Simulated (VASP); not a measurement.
# W (Im-3m) in VASP: a series of runs

W is run at these levels: PBE; tasks: single point.

Program: VASP 6.6.1. These are calculated values, not measurements. Logs are shortened: lines on timing, memory, paths and dates and some standing lists are left out, and cuts for length are marked.

## Step 1: The cell of the first run

The structure is cubic, space group Im-3m (No. 229). Conventional cell: a = 3.035 Å, b = 3.035 Å, c = 3.035 Å, α = 90.00°, β = 90.00°, γ = 90.00°. W (site symmetry m-3m) has 14 W at 2.63 to 3.03 Å within 3.5 Å.

## Step 2: Single point, PBE (strain -0.050 along x and y, -0.050 along z)

Contents of INCAR:

```
PREC     = Accurate       # precision mode
ENCUT    = 520            # plane-wave cutoff, eV
EDIFF    = 1E-6           # SCF threshold, eV
ISMEAR   = -1             # smearing method
SIGMA    = 0.4            # smearing width, eV
LREAL    = False          # projectors in reciprocal space
LASPH    = True           # aspherical terms in the spheres
NELM     = 100            # most SCF steps
ALGO     = Normal         # electronic algorithm
ISIF     = 2              # what is computed and relaxed
LWAVE    = False          # write WAVECAR
LCHARG   = True           # write CHGCAR
GGA      = PE             # functional
LELF     = True           # ELF
LVHAR    = True         
NBANDS   = 13             # bands
```

Contents of KPOINTS:

```
Automatic mesh
0
Gamma
  20 20 20
```

Contents of POSCAR:

```
W
1.0
   -1.5174350000      1.5174350000      1.5174350000
    1.5174350000     -1.5174350000      1.5174350000
    1.5174350000      1.5174350000     -1.5174350000
W
1
Direct
    0.0000000000      0.0000000000      0.0000000000
```

Potentials or basis: VASP PAW PBE potentials, release 64 (W_sv).

The run is started by

```sh
$ cat potpaw_PBE.64/W_sv/POTCAR > POTCAR
$ mpirun -np 1 vasp_std > vasp.out
```

OUTCAR:

```text
PREC = Accurate
   ENCUT = 520
   EDIFF = 1E-6
   ISMEAR = -1
   LREAL = False
   LASPH = True
   NELM = 100
   ISIF = 2
   GGA = PE

 ion  position               nearest neighbor table
   1  0.000  0.000  0.000-

  LATTYP: Found a body centered cubic cell.
 ALAT       =     3.0348700000

  Lattice vectors:

 A1 = (  -1.5174350000,   1.5174350000,   1.5174350000)
 A2 = (   1.5174350000,  -1.5174350000,   1.5174350000)
 A3 = (   1.5174350000,   1.5174350000,  -1.5174350000)

Analysis of symmetry for initial positions (statically):
=====================================================================
 Subroutine PRICEL returns:
 Original cell was already a primitive cell.

 Routine SETGRP: Setting up the symmetry group for a
 body centered cubic supercell.

 Subroutine GETGRP returns: Found 48 space group operations
 (whereof 48 operations were pure point group operations)
 out of a pool of 48 trial point group operations.

The static configuration has the point symmetry O_h .

Analysis of symmetry for dynamics (positions and initial velocities):
=====================================================================
 Subroutine PRICEL returns:
 Original cell was already a primitive cell.

 Routine SETGRP: Setting up the symmetry group for a
 body centered cubic supercell.

 Subroutine GETGRP returns: Found 48 space group operations
 (whereof 48 operations were pure point group operations)
 out of a pool of 48 trial point group operations.

The dynamic configuration has the point symmetry O_h .

 Subroutine INISYM returns: Found 48 space group operations
 (whereof 48 operations are pure point group operations),
 and found     1 'primitive' translations

----------------------------------------------------------------------------------------

                                     Primitive cell

  volume of cell :      13.9762

  direct lattice vectors                    reciprocal lattice vectors
    -1.517435000  1.517435000  1.517435000     0.000000000  0.329503405  0.329503405
     1.517435000 -1.517435000  1.517435000     0.329503405  0.000000000  0.329503405
     1.517435000  1.517435000 -1.517435000     0.329503405  0.329503405  0.000000000

  length of vectors
     2.628274517  2.628274517  2.628274517     0.465988185  0.465988185  0.465988185

  position of ions in fractional coordinates (direct lattice)
     0.000000000  0.000000000  0.000000000

  ion indices of the primitive-cell ions
   primitive index   ion index
                 1           1

----------------------------------------------------------------------------------------

 KPOINTS: Automatic mesh

Automatic generation of k-mesh.
 Grid dimensions read from file:
 generate k-points for:   20   20   20

 Generating k-lattice:

  Cartesian coordinates                     Fractional coordinates (reciprocal lattice)
     0.000000000  0.016475170  0.016475170     0.050000000  0.000000000  0.000000000
     0.016475170  0.000000000  0.016475170     0.000000000  0.050000000  0.000000000
     0.016475170  0.016475170  0.000000000     0.000000000  0.000000000  0.050000000

  Length of vectors
     0.023299409  0.023299409  0.023299409

  Shift w.r.t. Gamma in fractional coordinates (k-lattice)
     0.000000000  0.000000000  0.000000000

 Subroutine IBZKPT returns following result:
 ===========================================

 Found    256 irreducible k-points:

 Following reciprocal coordinates:
            Coordinates               Weight
  0.000000  0.000000  0.000000      1.000000
  0.050000  0.000000  0.000000     12.000000
  0.100000  0.000000  0.000000     12.000000
  0.150000  0.000000  0.000000     12.000000
  0.200000  0.000000  0.000000     12.000000
  0.250000  0.000000  0.000000     12.000000
[... 16 lines left out ...]
  0.200000  0.100000  0.000000     48.000000
  0.250000  0.100000  0.000000     48.000000
 [... further k-points ...]
   k-points           NKPTS =    256   k-points in BZ     NKDIM =    256   number of bands    NBANDS=     13
   number of dos      NEDOS =    301   number of ions     NIONS =      1
   total plane-waves  NPLWV =   8000
   dimension x,y,z NGX =    20 NGY =   20 NGZ =   20
   dimension x,y,z NGXF=    40 NGYF=   40 NGZF=   40
   ions per type =               1
   NGX,Y,Z   is equivalent  to a cutoff of  12.65, 12.65, 12.65 a.u.
   NGXF,Y,Z  is equivalent  to a cutoff of  25.30, 25.30, 25.30 a.u.
 SYSTEM =  unknown system
   PREC   = accura    normal or accurate (medium, high low for compatibility)
   ISTART =      0    job   : 0-new  1-cont  2-samecut
   ICHARG =      2    charge: 1-file 2-atom 10-const
   ISPIN  =      1    spin polarized calculation?
   LNONCOLLINEAR =      F non collinear calculations
   LSORBIT =      F    spin-orbit coupling
   LASPH  =      T    aspherical Exc in radial PAW
   ENCUT  =  520.0 eV  38.22 Ry    6.18 a.u.   4.89  4.89  4.89*2*pi/ulx,y,z
   NELM   =    100;   NELMIN=  2; NELMDL= -5     # of ELM steps
   EDIFF  = 0.1E-05   stopping-criterion for ELM
   LREAL  =      F    real-space projection
   EDIFFG = 0.1E-04   stopping-criterion for IOM
   NSW    =      0    number of steps for IOM
   IBRION =     -1    ionic relax: 0-MD 1-quasi-New 2-CG
   NFREE  =      0    steps in history (QN), initial steepest desc. (CG)
   ISIF   =      2    stress and relaxation
   ISYM   =      2    0-nonsym 1-usesym 2-fastsym
   POTIM  = 0.5000    time-step for ionic-motion
   TEBEG  =    0.0;   TEEND  =   0.0 temperature during run
   PSTRESS=    0.0 pullay stress
   NELECT =      14.0000    total number of electrons
   NUPDOWN=      -1.0000    fix difference up-down
   EMIN   =  10.00;   EMAX   =-10.00  energy-range for DOS
   EFERMI =   0.00;   METHOD = LEGACY
   ISMEAR =    -1;   SIGMA  =   0.40  broadening in eV -4-tet -1-fermi 0-gaus
   EFERMI_NEDOS =   21; number of points for ismear=-14 and -15
   IALGO  =     38    algorithm
   IMIX   =      4    mixing-type and parameters
     AMIX     =   0.40;   BMIX     =  1.00
     AMIX_MAG =   1.60;   BMIX_MAG =  1.00
  volume/ion in A,a.u.               =      13.98        94.32
  Fermi-wavevector in a.u.,A,eV,Ry     =   1.638026  3.095420 36.506182  2.683129
  Thomas-Fermi vector in A             =   2.729067
   LORBIT       =      0    0 simple, 1 ext, 2 COOP (PROOUT), +10 PAW based schemes
   GGA     = PE    functional components
   LHFCALC =     F    Hartree Fock is set to
   AEXX    =    0.0000 exact exchange contribution
   IVDW    =     0    specifies the selected vdW correction
   LEPSILON=     F    determine dielectric tensor
   LRPA    =     F    only Hartree local field effects (RPA)
 non-spin polarized calculation
  energy-cutoff  :      520.00
  volume of cell :       13.98
 maximum number of plane-waves:       386
   NGX =  9   NGY =  9   NGZ =  9

 number of electron      14.0000002 magnetization

 Free energy of the ion-electron system (eV)
  ---------------------------------------------------
  ext. energy  EPLUGINS =         0.00000000
  ---------------------------------------------------
  free energy    TOTEN  =       -12.71895032 eV

  energy without entropy =      -12.44911809  energy(sigma->0) =      -12.58403420

 E-fermi :  13.3213     XC(G=0): -14.3656

 val. band max:       13.2959001183   @ k =  -0.2000   0.3000   0.1000
 cond. band min:      13.3620955258   @ k =  -0.2500   0.3500   0.1500
 fundamental gap:      0.0661954075
 Fermi energy:        13.3213044278

 k-point     1 :       0.0000    0.0000    0.0000
  band No.  band energies     occupation
      1     -60.6678      2.00000
      2     -23.9936      2.00000
      3     -23.9936      2.00000
      4     -23.9936      2.00000
      5       3.0480      2.00000
      6      11.9008      1.94422
      7      11.9008      1.94422
      8      11.9008      1.94422
      9      15.9264      0.00296
     10      15.9264      0.00296
     11      28.1376      0.00000
     12      28.1376      0.00000
     13      28.1376      0.00000

 k-point     2 :       0.0500    0.0000    0.0000
  band No.  band energies     occupation
      1     -60.6622      2.00000
      2     -24.0464      2.00000
      3     -24.0094      2.00000
      4     -23.9940      2.00000
      5       3.1912      2.00000
      6      11.8098      1.95532
      7      11.8809      1.94686
      8      12.0395      1.92201
      9      15.7689      0.00439
     10      15.9246      0.00298
     11      28.2682      0.00000
     12      28.3764      0.00000
     13      28.5264      0.00000

 k-point     3 :       0.1000    0.0000    0.0000
  band No.  band energies     occupation
      1     -60.6459      2.00000
      2     -24.1978      2.00000
      3     -24.0552      2.00000
      4     -23.9953      2.00000
      5       3.6047      2.00000
      6      11.5559      1.97606
      7      11.7985      1.95653
      8      12.4517      1.79577
      9      15.4189      0.01050
     10      15.9266      0.00296
     11      28.6191      0.00000
     12      29.0731      0.00000
     13      29.5591      0.00000
[... 305 lines left out ...]
 k-point    23 :       0.2000    0.1000    0.0000
  band No.  band energies     occupation
      1     -60.5410      2.00000
      2     -25.0657      2.00000
      3     -24.3182      2.00000
      4     -24.0677      2.00000
      5       6.0743      2.00000
      6      10.3418      1.99884
      7      10.8318      1.99604
      8      14.7893      0.04968
      9      15.7999      0.00406
     10      16.5467      0.00063
     11      29.3032      0.00000
     12      31.2288      0.00000
     13      33.0207      0.00000

 k-point    24 :       0.2500    0.1000    0.0000
  band No.  band energies     occupation
      1     -60.5066      2.00000
      2     -25.3218      2.00000
      3     -24.4276      2.00000
      4     -24.0737      2.00000
      5       6.5887      2.00000
      6       9.9649      1.99955
      7      11.0110      1.99382
      8      15.0682      0.02505
      9      16.7221      0.00041
     10      17.1421      0.00014
     11      28.2519      0.00000
     12      30.5843      0.00000
     13      34.2195      0.00000

 [... further k-points ...]

------------------------ aborting loop because EDIFF is reached ----------------------------------------

  FORCE on cell =-STRESS in cart. coord.  units (eV):
  Direction    XX          YY          ZZ          XY          YZ          ZX
  --------------------------------------------------------------------------------------
  -------------------------------------------------------------------------------------
  Total        5.2862807      5.2862807      5.2862807     -0.0000000      0.0000000      0.0000000
  in kB      605.9970659    605.9970659    605.9970659     -0.0000000      0.0000000      0.0000000
  external PRESSURE =     605.9970659 kB  Pullay stress =       0.0000000 kB

 VOLUME and BASIS-vectors are now :
 -----------------------------------------------------------------------------
  energy-cutoff  :      520.00
  volume of cell :       13.98
      direct lattice vectors                 reciprocal lattice vectors
    -1.517435000  1.517435000  1.517435000     0.000000000  0.329503405  0.329503405
     1.517435000 -1.517435000  1.517435000     0.329503405  0.000000000  0.329503405
     1.517435000  1.517435000 -1.517435000     0.329503405  0.329503405  0.000000000

 POSITION                                       TOTAL-FORCE (eV/Angst)
 -----------------------------------------------------------------------------------
      0.00000      0.00000      0.00000        -0.000000      0.000000      0.000000
 -----------------------------------------------------------------------------------
    total drift:                                0.000000     -0.000000      0.000000

  FREE ENERGIE OF THE ION-ELECTRON SYSTEM (eV)
  ---------------------------------------------------
  free  energy   TOTEN  =       -12.7189503155 eV

  energy  without entropy=      -12.4491180851  energy(sigma->0) =      -12.58403420
```

It took 20 s on 1 thread of Intel Xeon Platinum 8559C (Emerald Rapids), shared host; peak memory 0.16 GiB.

Results:

```
Free energy            : -12.7190 eV
Pressure               : 60.6 GPa
Band gap on the k mesh : zero (bands 7 and 8 overlap by 7.61 eV)
```

Caveat: the cell differs from its parent crystal (strain -0.050 along x and y, -0.050 along z); the cell stands under pressure; so wide a smearing shifts energies and pressures; spin-orbit coupling is left out, which moves the levels of the heavy elements.

(Part 1 of 2 ends here.)
